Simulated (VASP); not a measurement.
# S (Im-3m) in VASP: a series of runs, part 2 of 2

VASP 6.6.1. Earlier steps stand in the parts before.

## 3. Single point, LDA

This run uses another cell than the first one, of 10.25 Å³/atom, 0.778 times its volume.

INCAR reads:

```
PREC = Accurate
ENCUT = 520
EDIFF = 1E-7
ISMEAR = -1
SIGMA = 0.08
LREAL = F
LASPH = T
NELM = 100
ALGO = Normal
ISIF = 2
LWAVE = F
LCHARG = F
ISYM = 0
NBANDS = 9
```

KPOINTS reads:

```
regular mesh
0
Gamma
  16 16 16
```

POSCAR reads:

```
S
1.0
   -1.3682470146      1.3682470146      1.3682470146
    1.3682470146     -1.3682470146      1.3682470146
    1.3682470146      1.3682470146     -1.3682470146
S
1
Direct
    0.0000000000      0.0000000000      0.0000000000
```

Potentials or basis: VASP PAW LDA potentials, release 64 (S).

The run is started by

```bash
$ cat potpaw_LDA.64/S/POTCAR > POTCAR
$ mpirun -np 1 vasp_std > vasp.out
```

OUTCAR:

```text
PREC = Accurate
   ENCUT = 520
   EDIFF = 1E-7
   ISMEAR = -1
   LREAL = F
   LASPH = T
   NELM = 100
   ISIF = 2
   ISYM = 0

 ion  position               nearest neighbor table
   1  0.000  0.000  0.000-

IMPORTANT INFORMATION: All symmetrisations will be switched off!
NOSYMM: (Re-)initialisation of all symmetry stuff for point group C_1.

----------------------------------------------------------------------------------------

                                     Primitive cell

  volume of cell :      10.2460

  direct lattice vectors                    reciprocal lattice vectors
    -1.368247015  1.368247015  1.368247015     0.000000000  0.365431092  0.365431092
     1.368247015 -1.368247015  1.368247015     0.365431092  0.000000000  0.365431092
     1.368247015  1.368247015 -1.368247015     0.365431092  0.365431092  0.000000000

  length of vectors
     2.369873347  2.369873347  2.369873347     0.516797606  0.516797606  0.516797606

  position of ions in fractional coordinates (direct lattice)
     0.000000000  0.000000000  0.000000000

  ion indices of the primitive-cell ions
   primitive index   ion index
                 1           1

----------------------------------------------------------------------------------------

 KPOINTS: regular mesh

Automatic generation of k-mesh.
 Grid dimensions read from file:
 generate k-points for:   16   16   16

 Generating k-lattice:

  Cartesian coordinates                     Fractional coordinates (reciprocal lattice)
     0.000000000  0.022839443  0.022839443     0.062500000  0.000000000  0.000000000
     0.022839443  0.000000000  0.022839443     0.000000000  0.062500000  0.000000000
     0.022839443  0.022839443  0.000000000     0.000000000  0.000000000  0.062500000

  Length of vectors
     0.032299850  0.032299850  0.032299850

  Shift w.r.t. Gamma in fractional coordinates (k-lattice)
     0.000000000  0.000000000  0.000000000

 Subroutine IBZKPT returns following result:
 ===========================================

 Found   2052 irreducible k-points:

 Following reciprocal coordinates:
            Coordinates               Weight
  0.000000  0.000000  0.000000      1.000000
  0.062500  0.000000  0.000000      2.000000
  0.000000  0.062500  0.000000      2.000000
  0.000000  0.000000  0.062500      2.000000
  0.062500  0.000000 -0.062500      2.000000
  0.062500 -0.062500  0.000000      2.000000
[... 16 lines left out ...]
  0.250000  0.000000 -0.250000      2.000000
  0.250000 -0.250000  0.000000      2.000000
 [... further k-points ...]
   k-points           NKPTS =   2052   k-points in BZ     NKDIM =   2052   number of bands    NBANDS=      9
   number of dos      NEDOS =    301   number of ions     NIONS =      1
   total plane-waves  NPLWV =   5832
   dimension x,y,z NGX =    18 NGY =   18 NGZ =   18
   dimension x,y,z NGXF=    36 NGYF=   36 NGZF=   36
   ions per type =               1
   NGX,Y,Z   is equivalent  to a cutoff of  12.63, 12.63, 12.63 a.u.
   NGXF,Y,Z  is equivalent  to a cutoff of  25.25, 25.25, 25.25 a.u.
 SYSTEM =  unknown system
   PREC   = accura    normal or accurate (medium, high low for compatibility)
   ISTART =      0    job   : 0-new  1-cont  2-samecut
   ICHARG =      2    charge: 1-file 2-atom 10-const
   ISPIN  =      1    spin polarized calculation?
   LNONCOLLINEAR =      F non collinear calculations
   LSORBIT =      F    spin-orbit coupling
   LASPH  =      T    aspherical Exc in radial PAW
   ENCUT  =  520.0 eV  38.22 Ry    6.18 a.u.   4.41  4.41  4.41*2*pi/ulx,y,z
   NELM   =    100;   NELMIN=  2; NELMDL= -5     # of ELM steps
   EDIFF  = 0.1E-06   stopping-criterion for ELM
   LREAL  =      F    real-space projection
   EDIFFG = 0.1E-05   stopping-criterion for IOM
   NSW    =      0    number of steps for IOM
   IBRION =     -1    ionic relax: 0-MD 1-quasi-New 2-CG
   NFREE  =      0    steps in history (QN), initial steepest desc. (CG)
   ISIF   =      2    stress and relaxation
   ISYM   =      0    0-nonsym 1-usesym 2-fastsym
   POTIM  = 0.5000    time-step for ionic-motion
   TEBEG  =    0.0;   TEEND  =   0.0 temperature during run
   PSTRESS=    0.0 pullay stress
   NELECT =       6.0000    total number of electrons
   NUPDOWN=      -1.0000    fix difference up-down
   EMIN   =  10.00;   EMAX   =-10.00  energy-range for DOS
   EFERMI =   0.00;   METHOD = LEGACY
   ISMEAR =    -1;   SIGMA  =   0.08  broadening in eV -4-tet -1-fermi 0-gaus
   EFERMI_NEDOS =   21; number of points for ismear=-14 and -15
   IALGO  =     38    algorithm
   IMIX   =      4    mixing-type and parameters
     AMIX     =   0.40;   BMIX     =  1.00
     AMIX_MAG =   1.60;   BMIX_MAG =  1.00
  volume/ion in A,a.u.               =      10.25        69.14
  Fermi-wavevector in a.u.,A,eV,Ry     =   1.369643  2.588250 25.523471  1.875922
  Thomas-Fermi vector in A             =   2.495500
   LORBIT       =      0    0 simple, 1 ext, 2 COOP (PROOUT), +10 PAW based schemes
   GGA     = CA    functional components
   LHFCALC =     F    Hartree Fock is set to
   AEXX    =    0.0000 exact exchange contribution
   IVDW    =     0    specifies the selected vdW correction
   LEPSILON=     F    determine dielectric tensor
   LRPA    =     F    only Hartree local field effects (RPA)
 non-spin polarized calculation
  energy-cutoff  :      520.00
  volume of cell :       10.25
 maximum number of plane-waves:       285
 NGX is ok and might be reduce to    18
   NGX =  9   NGY =  9   NGZ =  9

 number of electron       5.9999999 magnetization

 Free energy of the ion-electron system (eV)
  ---------------------------------------------------
  ext. energy  EPLUGINS =         0.00000000
  ---------------------------------------------------
  free energy    TOTEN  =        -3.08810144 eV

  energy without entropy =       -3.07791078  energy(sigma->0) =       -3.08300611

 E-fermi :  15.3026     XC(G=0): -13.4004

 val. band max:       15.2806145551   @ k =   0.0625   0.3750  -0.4375
 cond. band min:      15.3086036734   @ k =   0.1250   0.0625   0.0625
 fundamental gap:      0.0279891183
 Fermi energy:        15.3025703336

 k-point     1 :       0.0000    0.0000    0.0000
  band No.  band energies     occupation
      1      -7.1498      2.00000
      2      21.3263      0.00000
      3      21.3263      0.00000
      4      21.3263      0.00000
      5      27.7201      0.00000
      6      27.7201      0.00000
      7      27.7201      0.00000
      8      32.6900      0.00000
      9      32.6900      0.00000

 k-point     2 :       0.0625    0.0000    0.0000
  band No.  band energies     occupation
      1      -7.0053      2.00000
      2      20.4435      0.00000
      3      20.8230      0.00000
      4      21.2405      0.00000
      5      27.3129      0.00000
      6      27.8723      0.00000
      7      28.4822      0.00000
      8      31.8086      0.00000
      9      32.5418      0.00000

 k-point     3 :       0.0000    0.0625    0.0000
  band No.  band energies     occupation
      1      -7.0053      2.00000
      2      20.4435      0.00000
      3      20.8230      0.00000
      4      21.2405      0.00000
      5      27.3129      0.00000
      6      27.8723      0.00000
      7      28.4822      0.00000
      8      31.8086      0.00000
      9      32.5418      0.00000
[... 229 lines left out ...]
 k-point    23 :       0.2500    0.0000   -0.2500
  band No.  band energies     occupation
      1      -4.8538      2.00000
      2      12.6795      2.00000
      3      17.5904      0.00000
      4      20.2010      0.00000
      5      24.1450      0.00000
      6      25.4178      0.00000
      7      32.7700      0.00000
      8      32.8082      0.00000
      9      35.5197      0.00000

 k-point    24 :       0.2500   -0.2500    0.0000
  band No.  band energies     occupation
      1      -4.8538      2.00000
      2      12.6795      2.00000
      3      17.5904      0.00000
      4      20.2010      0.00000
      5      24.1450      0.00000
      6      25.4178      0.00000
      7      32.7700      0.00000
      8      32.8082      0.00000
      9      35.5197      0.00000

 [... further k-points ...]

------------------------ aborting loop because EDIFF is reached ----------------------------------------

  FORCE on cell =-STRESS in cart. coord.  units (eV):
  Direction    XX          YY          ZZ          XY          YZ          ZX
  --------------------------------------------------------------------------------------
  -------------------------------------------------------------------------------------
  Total        4.8397127      4.8397126      4.8397126      0.0000012      0.0000012      0.0000012
  in kB      756.7921899    756.7921759    756.7921822      0.0001831      0.0001953      0.0001814
  external PRESSURE =     756.7921827 kB  Pullay stress =       0.0000000 kB

 VOLUME and BASIS-vectors are now :
 -----------------------------------------------------------------------------
  energy-cutoff  :      520.00
  volume of cell :       10.25
      direct lattice vectors                 reciprocal lattice vectors
    -1.368247015  1.368247015  1.368247015     0.000000000  0.365431092  0.365431092
     1.368247015 -1.368247015  1.368247015     0.365431092  0.000000000  0.365431092
     1.368247015  1.368247015 -1.368247015     0.365431092  0.365431092  0.000000000

 POSITION                                       TOTAL-FORCE (eV/Angst)
 -----------------------------------------------------------------------------------
      0.00000      0.00000      0.00000         0.000000     -0.000000      0.000000
 -----------------------------------------------------------------------------------
    total drift:                                0.000000     -0.000000      0.000000

  FREE ENERGIE OF THE ION-ELECTRON SYSTEM (eV)
  ---------------------------------------------------
  free  energy   TOTEN  =        -3.0881014393 eV

  energy  without entropy=       -3.0779107753  energy(sigma->0) =       -3.08300611
```

stdout:

```text
POSCAR found type information on POSCAR S
 POSCAR found :  1 types and       1 ions
 scaLAPACK will be used
 LDA part: xc-table for (Slater(with rela. corr.)+CA(PZ))
 , standard interpolation
 POSCAR, INCAR and KPOINTS ok, starting setup
 FFT: planning ... GRIDC
 FFT: planning ... GRID_SOFT
 FFT: planning ... GRID
 WAVECAR not read
 entering main loop
```

Run time: 2.6 min. Hardware: 1 thread of AMD EPYC 7R43 (Zen 3), shared host; peak memory 0.21 GiB.

Results:

- Free energy: -3.0881 eV
- Pressure: 75.7 GPa
- Band gap on the k mesh: zero (band 3 reaches 21.33 eV, above the bottom of band 4 at 7.67 eV)

Levels at points of the mesh, in eV from the Fermi level:
| k point | band 1 | band 2 | band 3 | band 4 | band 5 | band 6 |
| --- | --- | --- | --- | --- | --- | --- |
| (0.00, 0.00, 0.00) | -22.45 | 6.02 | 6.02 | 6.02 | 12.42 | 12.42 |
| (0.50, 0.00, 0.00) | -14.43 | -12.10 | 0.38 | 3.85 | 6.76 | 7.97 |
| (0.00, 0.50, 0.00) | -14.43 | -12.10 | 0.38 | 3.85 | 6.76 | 7.97 |
| (0.00, 0.00, 0.50) | -14.43 | -12.10 | 0.38 | 3.85 | 6.76 | 7.97 |
| (0.50, 0.00, 0.50) | -14.43 | -12.10 | 0.38 | 3.85 | 6.76 | 7.97 |
| (0.50, 0.50, 0.00) | -14.43 | -12.10 | 0.38 | 3.85 | 6.76 | 7.97 |
| (0.00, 0.50, 0.50) | -14.43 | -12.10 | 0.38 | 3.85 | 6.76 | 7.97 |
| (0.50, 0.50, 0.50) | -7.18 | -5.71 | -5.71 | -5.71 | 0.70 | 0.70 |
